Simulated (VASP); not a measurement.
# TaN (P-1) in VASP: single point with PBE

Aim: the single point of TaN with PBE.

Everything below comes from runs of VASP 6.6.1. Logs are shortened: lines on timing, memory, paths and dates and some standing lists are left out, and cuts for length are marked.

## 1. The cell of the first run

The typed cell holds 4 atoms: a = 3.049 Å, b = 3.088 Å, c = 4.919 Å, α = 90.62°, β = 91.71°, γ = 121.27°.

## 2. Single point, PBE (equal xy, yz and zx shear strains of -3 %)

INCAR

```
SYSTEM = TaN
  PREC = Accurate
  ENCUT = 520
  EDIFF = 1E-7
  ISMEAR = -1
  SIGMA = 0.01
  LREAL = .False.
  LASPH = .True.
  NELM = 80
  ALGO = Normal
  ISIF = 2
  LWAVE = .False.
  LCHARG = .False.
  GGA = PE
  NBANDS = 24
```

KPOINTS

```
regular mesh
0
Gamma
  9 9 5
  0 0 0
```

POSCAR

```
TaN
1.0
    3.0480019786     -0.0457200297     -0.0457200297
   -1.5635956965      2.6625071590     -0.0167346923
   -0.0737700000     -0.0737700000      4.9180000000
Ta N
2 2
Direct
    0.0000000000      0.0000000000      0.0000000000
    0.0000000000      0.0000000000      0.5000000000
    0.3333333333      0.6666666667      0.2500000000
    0.6666666667      0.3333333333      0.7500000000
```

Potentials or basis: VASP PAW PBE potentials, release 64 (Ta_pv, N).

Started as:

```
$ cat potpaw_PBE.64/Ta_pv/POTCAR potpaw_PBE.64/N/POTCAR > POTCAR
$ mpirun -np 1 vasp_std > vasp.out
```

OUTCAR:

```text
SYSTEM = TaN
   PREC = Accurate
   ENCUT = 520
   EDIFF = 1E-7
   ISMEAR = -1
   LREAL = .False.
   LASPH = .True.
   NELM = 80
   ISIF = 2
   GGA = PE

 ion  position               nearest neighbor table
   1  0.000  0.000  0.000-   3 2.12   4 2.12   4 2.15   3 2.15   4 2.17   3 2.17   2 2.46   2 2.46

   2  0.000  0.000  0.500-   4 2.09   3 2.09   4 2.18   3 2.18   4 2.18   3 2.18   1 2.46   1 2.46

   3  0.333  0.667  0.250-   2 2.09   1 2.12   1 2.15   1 2.17   2 2.18   2 2.18
   4  0.667  0.333  0.750-   2 2.09   1 2.12   1 2.15   1 2.17   2 2.18   2 2.18

  LATTYP: Found a triclinic cell.
 ALAT       =     3.0877266595
 B/A-ratio  =     2.3716676494
 C/A-ratio  =     0.9873567314
 COS(alpha) =     0.0014686642
 COS(beta)  =     0.5191268022
 COS(gamma) =     0.6343940533

  Lattice vectors:

 A1 = (  -1.5635956965,   2.6625071590,  -0.0167346923)
 A2 = (  -0.0054194144,   5.3530642883,  -4.9971894143)
 A3 = (  -3.0480019786,   0.0457200297,   0.0457200297)

Analysis of symmetry for initial positions (statically):
=====================================================================
 Subroutine PRICEL returns:
 Original cell was already a primitive cell.

 Routine SETGRP: Setting up the symmetry group for a
 triclinic supercell.

 Subroutine GETGRP returns: Found  2 space group operations
 (whereof  2 operations were pure point group operations)
 out of a pool of  2 trial point group operations.

The static configuration has the point symmetry S_2 .

Analysis of symmetry for dynamics (positions and initial velocities):
=====================================================================
 Subroutine PRICEL returns:
 Original cell was already a primitive cell.

 Routine SETGRP: Setting up the symmetry group for a
 triclinic supercell.

 Subroutine GETGRP returns: Found  2 space group operations
 (whereof  2 operations were pure point group operations)
 out of a pool of  2 trial point group operations.

The dynamic configuration has the point symmetry S_2 .

 Subroutine INISYM returns: Found  2 space group operations
 (whereof  2 operations are pure point group operations),
 and found     1 'primitive' translations

----------------------------------------------------------------------------------------

                                     Primitive cell

  volume of cell :      39.5415

  direct lattice vectors                    reciprocal lattice vectors
     3.048001979 -0.045720030 -0.045720030     0.331119607  0.194504316  0.007884359
    -1.563595696  2.662507159 -0.016734692     0.005771751  0.379011666  0.005771751
    -0.073770000 -0.073770000  4.918000000     0.003097883  0.003097883  0.203427625

  length of vectors
     3.048687702  3.087726659  4.919106426     0.384101921  0.379099550  0.203474796

  position of ions in fractional coordinates (direct lattice)
     0.000000000  0.000000000  0.000000000
     0.000000000  0.000000000  0.500000000
     0.333333333  0.666666667  0.250000000
     0.666666667  0.333333333  0.750000000

  ion indices of the primitive-cell ions
   primitive index   ion index
                 1           1
                 2           2
                 3           3
                 4           4

----------------------------------------------------------------------------------------

 KPOINTS: regular mesh

Automatic generation of k-mesh.
 Grid dimensions read from file:
 generate k-points for:    9    9    5

 Generating k-lattice:

  Cartesian coordinates                     Fractional coordinates (reciprocal lattice)
     0.036791067  0.021611591  0.000876040     0.111111111  0.000000000  0.000000000
     0.000641306  0.042112407  0.000641306    -0.000000000  0.111111111  0.000000000
     0.000619577  0.000619577  0.040685525    -0.000000000  0.000000000  0.200000000

  Length of vectors
     0.042677991  0.042122172  0.040694959

  Shift w.r.t. Gamma in fractional coordinates (k-lattice)
     0.000000000  0.000000000  0.000000000

 Subroutine IBZKPT returns following result:
 ===========================================

 Found    203 irreducible k-points:

 Following reciprocal coordinates:
            Coordinates               Weight
  0.000000  0.000000  0.000000      1.000000
  0.111111 -0.000000 -0.000000      2.000000
  0.222222 -0.000000 -0.000000      2.000000
  0.333333 -0.000000  0.000000      2.000000
  0.444444 -0.000000 -0.000000      2.000000
 -0.000000  0.111111 -0.000000      2.000000
[... 16 lines left out ...]
 -0.111111  0.222222 -0.000000      2.000000
 -0.000000  0.333333 -0.000000      2.000000
 [... further k-points ...]
   k-points           NKPTS =    203   k-points in BZ     NKDIM =    203   number of bands    NBANDS=     24
   number of dos      NEDOS =    301   number of ions     NIONS =      4
   total plane-waves  NPLWV =  23040
   dimension x,y,z NGX =    24 NGY =   24 NGZ =   40
   dimension x,y,z NGXF=    48 NGYF=   48 NGZF=   80
   ions per type =               2   2
   NGX,Y,Z   is equivalent  to a cutoff of  13.09, 12.92, 13.52 a.u.
   NGXF,Y,Z  is equivalent  to a cutoff of  26.17, 25.84, 27.04 a.u.
 SYSTEM =  TaN
   PREC   = accura    normal or accurate (medium, high low for compatibility)
   ISTART =      0    job   : 0-new  1-cont  2-samecut
   ICHARG =      2    charge: 1-file 2-atom 10-const
   ISPIN  =      1    spin polarized calculation?
   LNONCOLLINEAR =      F non collinear calculations
   LSORBIT =      F    spin-orbit coupling
   LASPH  =      T    aspherical Exc in radial PAW
   ENCUT  =  520.0 eV  38.22 Ry    6.18 a.u.   5.67  5.74  9.15*2*pi/ulx,y,z
   NELM   =     80;   NELMIN=  2; NELMDL= -5     # of ELM steps
   EDIFF  = 0.1E-06   stopping-criterion for ELM
   LREAL  =      F    real-space projection
   EDIFFG = 0.1E-05   stopping-criterion for IOM
   NSW    =      0    number of steps for IOM
   IBRION =     -1    ionic relax: 0-MD 1-quasi-New 2-CG
   NFREE  =      0    steps in history (QN), initial steepest desc. (CG)
   ISIF   =      2    stress and relaxation
   ISYM   =      2    0-nonsym 1-usesym 2-fastsym
   POTIM  = 0.5000    time-step for ionic-motion
   TEBEG  =    0.0;   TEEND  =   0.0 temperature during run
   PSTRESS=    0.0 pullay stress
   NELECT =      32.0000    total number of electrons
   NUPDOWN=      -1.0000    fix difference up-down
   EMIN   =  10.00;   EMAX   =-10.00  energy-range for DOS
   EFERMI =   0.00;   METHOD = LEGACY
   ISMEAR =    -1;   SIGMA  =   0.01  broadening in eV -4-tet -1-fermi 0-gaus
   EFERMI_NEDOS =   21; number of points for ismear=-14 and -15
   IALGO  =     38    algorithm
   IMIX   =      4    mixing-type and parameters
     AMIX     =   0.40;   BMIX     =  1.00
     AMIX_MAG =   1.60;   BMIX_MAG =  1.00
  volume/ion in A,a.u.               =       9.89        66.71
  Fermi-wavevector in a.u.,A,eV,Ry     =   1.525599  2.882964 31.666902  2.327452
  Thomas-Fermi vector in A             =   2.633747
   LORBIT       =      0    0 simple, 1 ext, 2 COOP (PROOUT), +10 PAW based schemes
   GGA     = PE    functional components
   LHFCALC =     F    Hartree Fock is set to
   AEXX    =    0.0000 exact exchange contribution
   IVDW    =     0    specifies the selected vdW correction
   LEPSILON=     F    determine dielectric tensor
   LRPA    =     F    only Hartree local field effects (RPA)
 non-spin polarized calculation
  energy-cutoff  :      520.00
  volume of cell :       39.54
 maximum number of plane-waves:      1078
   NGX = 11   NGY = 11   NGZ = 19

 number of electron      32.0000002 magnetization

 Free energy of the ion-electron system (eV)
  ---------------------------------------------------
  ext. energy  EPLUGINS =         0.00000000
  ---------------------------------------------------
  free energy    TOTEN  =       -41.20124996 eV

  energy without entropy =      -41.20012374  energy(sigma->0) =      -41.20068685

 E-fermi :   9.8988     XC(G=0): -13.7498

 val. band max:        9.8898786944   @ k =  -0.3333   0.0000   0.2000
 cond. band min:       9.9024746927   @ k =  -0.3333  -0.3333   0.2000
 fundamental gap:      0.0125959983
 Fermi energy:         9.8988158217

 k-point     1 :       0.0000    0.0000    0.0000
  band No.  band energies     occupation
      1     -27.2677      2.00000
      2     -25.4450      2.00000
      3     -25.4071      2.00000
      4     -25.0702      2.00000
      5     -25.0338      2.00000
      6     -24.2308      2.00000
[... 16 lines left out ...]
     23      14.9781      0.00000
     24      16.3986      0.00000

 k-point     2 :       0.1111   -0.0000   -0.0000
  band No.  band energies     occupation
      1     -27.2392      2.00000
      2     -25.5310      2.00000
      3     -25.4681      2.00000
      4     -25.1286      2.00000
      5     -25.0880      2.00000
      6     -24.2202      2.00000
[... 16 lines left out ...]
     23      15.5567      0.00000
     24      16.2969      0.00000

 k-point     3 :       0.2222   -0.0000   -0.0000
  band No.  band energies     occupation
      1     -27.1663      2.00000
      2     -25.8223      2.00000
      3     -25.5357      2.00000
      4     -25.3531      2.00000
      5     -25.1419      2.00000
      6     -24.1932      2.00000
[... 16 lines left out ...]
     23      16.5488      0.00000
     24      16.9770      0.00000
[... 514 lines left out ...]
 k-point    23 :      -0.1111    0.2222   -0.0000
  band No.  band energies     occupation
      1     -27.1968      2.00000
      2     -25.7196      2.00000
      3     -25.4951      2.00000
      4     -25.2782      2.00000
      5     -25.1031      2.00000
      6     -24.2042      2.00000
[... 16 lines left out ...]
     23      16.2451      0.00000
     24      16.3665      0.00000

 k-point    24 :      -0.0000    0.3333   -0.0000
  band No.  band energies     occupation
      1     -27.0921      2.00000
      2     -26.1273      2.00000
      3     -25.6016      2.00000
      4     -25.5709      2.00000
      5     -25.1708      2.00000
      6     -24.1655      2.00000
[... 16 lines left out ...]
     23      16.8865      0.00000
     24      17.3924      0.00000

 [... further k-points ...]

------------------------ aborting loop because EDIFF is reached ----------------------------------------

  FORCE on cell =-STRESS in cart. coord.  units (eV):
  Direction    XX          YY          ZZ          XY          YZ          ZX
  --------------------------------------------------------------------------------------
  -------------------------------------------------------------------------------------
  Total        8.3271950      8.2537936     29.4952805      1.2974757      2.0657587      2.1152172
  in kB      337.4083727    334.4342314   1195.1148679     52.5722225     83.7021686     85.7061702
  external PRESSURE =     622.3191573 kB  Pullay stress =       0.0000000 kB

 VOLUME and BASIS-vectors are now :
 -----------------------------------------------------------------------------
  energy-cutoff  :      520.00
  volume of cell :       39.54
      direct lattice vectors                 reciprocal lattice vectors
     3.048001979 -0.045720030 -0.045720030     0.331119607  0.194504316  0.007884359
    -1.563595696  2.662507159 -0.016734692     0.005771751  0.379011666  0.005771751
    -0.073770000 -0.073770000  4.918000000     0.003097883  0.003097883  0.203427625

 POSITION                                       TOTAL-FORCE (eV/Angst)
 -----------------------------------------------------------------------------------
      0.00000      0.00000      0.00000         0.000000      0.000000      0.000000
     -0.03689     -0.03689      2.45900         0.000000      0.000000      0.000000
     -0.04484      1.74132      1.20310        -0.701749      0.011817     -0.058731
      1.45548      0.80169      3.65244         0.701749     -0.011817      0.058731
 -----------------------------------------------------------------------------------
    total drift:                               -0.000000      0.000000      0.000000

  FREE ENERGIE OF THE ION-ELECTRON SYSTEM (eV)
  ---------------------------------------------------
  free  energy   TOTEN  =       -41.2012499637 eV

  energy  without entropy=      -41.2001237415  energy(sigma->0) =      -41.20068685
```

It took 3.4 min on 1 thread of Intel Xeon 8259CL, shared host; peak memory 0.29 GiB.

What came out:

* Free energy: -41.2012 eV
* Pressure: 62.2 GPa
* Largest force: 0.704 eV/Å
* Band gap on the k mesh: zero (bands 16 and 17 overlap by 2.39 eV)

Forces in eV/Å, atoms in the order of the input:
```
Ta   0.000  0.000  0.000
Ta   0.000  0.000  0.000
N   -0.702  0.012 -0.059
N    0.702 -0.012  0.059
```

Caveat: the cell differs from its parent crystal (equal xy, yz and zx shear strains of -3 %); the cell stands under pressure; spin-orbit coupling is left out, which moves the levels of the heavy elements.
